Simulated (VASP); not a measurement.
Re:

```
Re
1.0
    -1.53027    1.53027    1.53027
     1.53027   -1.53027    1.53027
     1.53027    1.53027   -1.53027
Re
1
Direct
  0.00000 0.00000 0.00000
```

| Quantity | Value |
| --- | --- |
| Program | VASP 6.6.1 |
| Task | relaxation of cell and atoms |
| Functional | LDA |
| Potentials or basis | VASP PAW LDA potentials, release 64 (Re) |
| Cutoff | 600 eV |
| k mesh | 19 × 19 × 19 |
| Occupations | fermi-dirac, width 0.05 eV |
| Spin | non-collinear spin, zero start, spin-orbit coupling |
| Starting moments | [[0.0, 0.0, 0.0]] μB |

At the start: pressure 5.9 GPa; volume 14.33 Å³/atom.

Question: How do energy, volume and symmetry change on relaxing?

Answer: Over 4 steps the energy falls by 3.7 meV/atom and the volume is 14.54 Å³/atom (+1.4 %); space group Im-3m (No. 229, to 0.05 Å); moment 0.00 μB per cell.

The path:
```
step  energy change (eV)  largest force (eV/Å)  pressure (GPa)  volume (Å³)
   1              0.0000                0.0000            5.87        14.33
   2              0.0594                0.0000          -20.94        15.45
   3             -0.0037                0.0000           -0.16        14.55
   4             -0.0037                0.0000            0.00        14.54
```

Final structure:
```
Re
1.0
    -1.53759    1.53759    1.53759
     1.53759   -1.53759    1.53759
     1.53759    1.53759   -1.53759
Re
1
Direct
  0.00000 0.00000 0.00000
```
